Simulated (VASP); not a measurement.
# Li (Fm-3m) in VASP: further runs, part 2 of 2

VASP 6.6.1.

## 3. Single point, r2SCAN

This run uses another cell than the first one, of 20.61 Å³/atom.

Contents of POSCAR:

```
Li
1.0
    0.0000000000      2.1762294071      2.1762294071
    2.1762294071      0.0000000000      2.1762294071
    2.1762294071      2.1762294071      0.0000000000
Li
1
Direct
    0.0000000000      0.0000000000      0.0000000000
```

Contents of INCAR.step1:

```
SYSTEM = Li
ALGO = Normal
EDIFF = 1E-5
ENCUT = 830
GGA = PE
GGA_COMPAT = .FALSE.
ISMEAR = 0
LASPH = .TRUE.
LCHARG = .FALSE.
LREAL = .FALSE.
LWAVE = .TRUE.
NBANDS = 8
NELM = 120
PREC = Accurate
SIGMA = 0.05
```

Contents of INCAR.step2:

```
SYSTEM = Li
ALGO = Normal
EDIFF = 1E-6
ENCUT = 830
GGA_COMPAT = .FALSE.
ISIF = 2
ISMEAR = 0
ISTART = 1
LASPH = .TRUE.
LCHARG = .FALSE.
LMIXTAU = .TRUE.
LREAL = .FALSE.
LWAVE = .FALSE.
METAGGA = R2SCAN
NBANDS = 8
NELM = 120
PREC = Accurate
SIGMA = 0.05
```

Contents of KPOINTS:

```
k-points
0
G
  8 8 8
  0 0 0
```

Potentials or basis: VASP PAW PBE potentials, release 64 (Li_sv).

Launch:

```sh
cat potpaw_PBE.64/Li_sv/POTCAR > POTCAR
cp INCAR.step1 INCAR
mpirun -np 1 vasp_std > vasp.out
cp INCAR.step2 INCAR
mpirun -np 1 vasp_std > vasp.out
```

OUTCAR:

```text
SYSTEM = Li
   EDIFF = 1E-6
   ENCUT = 830
   ISIF = 2
   ISMEAR = 0
   ISTART = 1
   LASPH = .TRUE.
   LREAL = .FALSE.
   METAGGA = R2SCAN
   NELM = 120
   PREC = Accurate

 ion  position               nearest neighbor table
   1  0.000  0.000  0.000-

  LATTYP: Found a face centered cubic cell.
 ALAT       =     4.3524588142

  Lattice vectors:

 A1 = (   0.0000000000,   2.1762294071,   2.1762294071)
 A2 = (   2.1762294071,   0.0000000000,   2.1762294071)
 A3 = (   2.1762294071,   2.1762294071,   0.0000000000)

Analysis of symmetry for initial positions (statically):
=====================================================================
 Subroutine PRICEL returns:
 Original cell was already a primitive cell.

 Routine SETGRP: Setting up the symmetry group for a
 face centered cubic supercell.

 Subroutine GETGRP returns: Found 48 space group operations
 (whereof 48 operations were pure point group operations)
 out of a pool of 48 trial point group operations.

The static configuration has the point symmetry O_h .

Analysis of symmetry for dynamics (positions and initial velocities):
=====================================================================
 Subroutine PRICEL returns:
 Original cell was already a primitive cell.

 Routine SETGRP: Setting up the symmetry group for a
 face centered cubic supercell.

 Subroutine GETGRP returns: Found 48 space group operations
 (whereof 48 operations were pure point group operations)
 out of a pool of 48 trial point group operations.

The dynamic configuration has the point symmetry O_h .

 Subroutine INISYM returns: Found 48 space group operations
 (whereof 48 operations are pure point group operations),
 and found     1 'primitive' translations

----------------------------------------------------------------------------------------

                                     Primitive cell

  volume of cell :      20.6131

  direct lattice vectors                    reciprocal lattice vectors
     0.000000000  2.176229407  2.176229407    -0.229755190  0.229755190  0.229755190
     2.176229407  0.000000000  2.176229407     0.229755190 -0.229755190  0.229755190
     2.176229407  2.176229407  0.000000000     0.229755190  0.229755190 -0.229755190

  length of vectors
     3.077653142  3.077653142  3.077653142     0.397947662  0.397947662  0.397947662

  position of ions in fractional coordinates (direct lattice)
     0.000000000  0.000000000  0.000000000

  ion indices of the primitive-cell ions
   primitive index   ion index
                 1           1

----------------------------------------------------------------------------------------

 KPOINTS: k-points

Automatic generation of k-mesh.
 Grid dimensions read from file:
 generate k-points for:    8    8    8

 Generating k-lattice:

  Cartesian coordinates                     Fractional coordinates (reciprocal lattice)
    -0.028719399  0.028719399  0.028719399     0.125000000  0.000000000  0.000000000
     0.028719399 -0.028719399  0.028719399     0.000000000  0.125000000  0.000000000
     0.028719399  0.028719399 -0.028719399     0.000000000  0.000000000  0.125000000

  Length of vectors
     0.049743458  0.049743458  0.049743458

  Shift w.r.t. Gamma in fractional coordinates (k-lattice)
     0.000000000  0.000000000  0.000000000

 Subroutine IBZKPT returns following result:
 ===========================================

 Found     29 irreducible k-points:

 Following reciprocal coordinates:
            Coordinates               Weight
  0.000000  0.000000  0.000000      1.000000
  0.125000  0.000000  0.000000      8.000000
  0.250000  0.000000  0.000000      8.000000
  0.375000  0.000000  0.000000      8.000000
  0.500000  0.000000  0.000000      4.000000
  0.125000  0.125000  0.000000      6.000000
[... 16 lines left out ...]
  0.500000  0.250000  0.125000     48.000000
 -0.375000  0.250000  0.125000     24.000000
 [... further k-points ...]
   k-points           NKPTS =     29   k-points in BZ     NKDIM =     29   number of bands    NBANDS=      8
   number of dos      NEDOS =    301   number of ions     NIONS =      1
   total plane-waves  NPLWV =  27000
   dimension x,y,z NGX =    30 NGY =   30 NGZ =   30
   dimension x,y,z NGXF=    60 NGYF=   60 NGZF=   60
   ions per type =               1
   NGX,Y,Z   is equivalent  to a cutoff of  16.21, 16.21, 16.21 a.u.
   NGXF,Y,Z  is equivalent  to a cutoff of  32.41, 32.41, 32.41 a.u.
 SYSTEM =  Li
   PREC   = accura    normal or accurate (medium, high low for compatibility)
   ISTART =      1    job   : 0-new  1-cont  2-samecut
   ICHARG =      0    charge: 1-file 2-atom 10-const
   ISPIN  =      1    spin polarized calculation?
   LNONCOLLINEAR =      F non collinear calculations
   LSORBIT =      F    spin-orbit coupling
   LASPH  =      T    aspherical Exc in radial PAW
   ENCUT  =  830.0 eV  61.00 Ry    7.81 a.u.   7.23  7.23  7.23*2*pi/ulx,y,z
   NELM   =    120;   NELMIN=  2; NELMDL=  0     # of ELM steps
   EDIFF  = 0.1E-05   stopping-criterion for ELM
   LREAL  =      F    real-space projection
   EDIFFG = 0.1E-04   stopping-criterion for IOM
   NSW    =      0    number of steps for IOM
   IBRION =     -1    ionic relax: 0-MD 1-quasi-New 2-CG
   NFREE  =      0    steps in history (QN), initial steepest desc. (CG)
   ISIF   =      2    stress and relaxation
   ISYM   =      2    0-nonsym 1-usesym 2-fastsym
   POTIM  = 0.5000    time-step for ionic-motion
   TEBEG  =    0.0;   TEEND  =   0.0 temperature during run
   PSTRESS=    0.0 pullay stress
   NELECT =       3.0000    total number of electrons
   NUPDOWN=      -1.0000    fix difference up-down
   EMIN   =  10.00;   EMAX   =-10.00  energy-range for DOS
   EFERMI =   0.00;   METHOD = LEGACY
   ISMEAR =     0;   SIGMA  =   0.05  broadening in eV -4-tet -1-fermi 0-gaus
   EFERMI_NEDOS =   21; number of points for ismear=-14 and -15
   IALGO  =     38    algorithm
   IMIX   =      4    mixing-type and parameters
     AMIX     =   0.40;   BMIX     =  1.00
     AMIX_MAG =   1.60;   BMIX_MAG =  1.00
  volume/ion in A,a.u.               =      20.61       139.10
  Fermi-wavevector in a.u.,A,eV,Ry     =   0.861127  1.627294 10.089262  0.741540
  Thomas-Fermi vector in A             =   1.978734
   LORBIT       =      0    0 simple, 1 ext, 2 COOP (PROOUT), +10 PAW based schemes
   METAGGA = R2SCAN    functional components
   LHFCALC =     F    Hartree Fock is set to
   AEXX    =    0.0000 exact exchange contribution
   IVDW    =     0    specifies the selected vdW correction
   LEPSILON=     F    determine dielectric tensor
   LRPA    =     F    only Hartree local field effects (RPA)
 non-spin polarized calculation
 Gauss-broadening in eV      SIGMA  =   0.05
  energy-cutoff  :      830.00
  volume of cell :       20.61
 maximum number of plane-waves:      1139
 NGX is ok and might be reduce to    30
   NGX = 15   NGY = 15   NGZ = 15

 number of electron       2.9999999 magnetization

 Free energy of the ion-electron system (eV)
  ---------------------------------------------------
  ext. energy  EPLUGINS =         0.00000000
  ---------------------------------------------------
  free energy    TOTEN  =        -2.38087990 eV

  energy without entropy =       -2.38054354  energy(sigma->0) =       -2.38071172

 E-fermi :   0.3820     XC(G=0):  -7.4015

 val. band max:        0.3818279914   @ k =   0.3750   0.3750   0.0000
 cond. band min:       0.5837295321   @ k =   0.5000   0.0000   0.0000
 fundamental gap:      0.2019015408
 Fermi energy:         0.3819917549

 k-point     1 :       0.0000    0.0000    0.0000
  band No.  band energies     occupation
      1     -47.4948      2.00000
      2      -3.2763      2.00000
      3      16.3727      0.00000
      4      16.3727      0.00000
      5      16.3727      0.00000
      6      19.7601      0.00000
      7      19.7601      0.00000
      8      19.7601      0.00000
[... 243 lines left out ...]
 k-point    24 :      -0.3750    0.2500    0.1250
  band No.  band energies     occupation
      1     -47.4740      2.00000
      2       1.6300      0.00000
      3       3.9760      0.00000
      4       9.9737      0.00000
      5      11.5998      0.00000
      6      17.0125      0.00000
      7      20.8105      0.00000
      8      24.6106      0.00000

 [... further k-points ...]

------------------------ aborting loop because EDIFF is reached ----------------------------------------

  FORCE on cell =-STRESS in cart. coord.  units (eV):
  Direction    XX          YY          ZZ          XY          YZ          ZX
  --------------------------------------------------------------------------------------
  -------------------------------------------------------------------------------------
  Total       -0.0119310     -0.0119310     -0.0119310      0.0000000      0.0000000     -0.0000000
  in kB       -0.9273486     -0.9273486     -0.9273486      0.0000000      0.0000000     -0.0000000
  external PRESSURE =      -0.9273486 kB  Pullay stress =       0.0000000 kB

 VOLUME and BASIS-vectors are now :
 -----------------------------------------------------------------------------
  energy-cutoff  :      830.00
  volume of cell :       20.61
      direct lattice vectors                 reciprocal lattice vectors
     0.000000000  2.176229407  2.176229407    -0.229755190  0.229755190  0.229755190
     2.176229407  0.000000000  2.176229407     0.229755190 -0.229755190  0.229755190
     2.176229407  2.176229407  0.000000000     0.229755190  0.229755190 -0.229755190

 POSITION                                       TOTAL-FORCE (eV/Angst)
 -----------------------------------------------------------------------------------
      0.00000      0.00000      0.00000         0.000000      0.000000      0.000000
 -----------------------------------------------------------------------------------
    total drift:                               -0.000000     -0.000000      0.000000

  FREE ENERGIE OF THE ION-ELECTRON SYSTEM (eV)
  ---------------------------------------------------
  free  energy   TOTEN  =        -2.3808798978 eV

  energy  without entropy=       -2.3805435411  energy(sigma->0) =       -2.38071172
```

OUTCAR.step1:

```text
SYSTEM = Li
   EDIFF = 1E-5
   ENCUT = 830
   GGA = PE
   ISMEAR = 0
   LASPH = .TRUE.
[... 482 lines left out ...]
 -----------------------------------------------------------------------------------
      0.00000      0.00000      0.00000        -0.000000     -0.000000     -0.000000
 -----------------------------------------------------------------------------------
    total drift:                               -0.000000     -0.000000      0.000000

  FREE ENERGIE OF THE ION-ELECTRON SYSTEM (eV)
  ---------------------------------------------------
  free  energy   TOTEN  =        -1.9025167702 eV

  energy  without entropy=       -1.9021682028  energy(sigma->0) =       -1.90234249
```

Wall time 46 s (1 thread of Intel Xeon 8259CL, shared host); peak memory 0.16 GiB.

Results:

* Free energy: -2.3809 eV
* Pressure: -0.1 GPa
* Band gap on the k mesh: zero (an odd number of electrons rules out a gap without spin polarisation)

Levels at points of the mesh, in eV from the Fermi level:
```csv
k point,band 1,band 2,band 3,band 4,band 5
"(0.00, 0.00, 0.00)",-47.88,-3.66,15.99,15.99,15.99
"(0.50, 0.00, 0.00)",-47.86,0.20,3.29,14.07,14.07
"(0.50, 0.50, 0.00)",-47.85,1.87,5.16,9.39,9.39
```

Caveat: the PAW data sets were made with another functional, which shifts forces and pressure a little.

The gap in the log of VASP goes by the Fermi energy; the results here count the filled bands.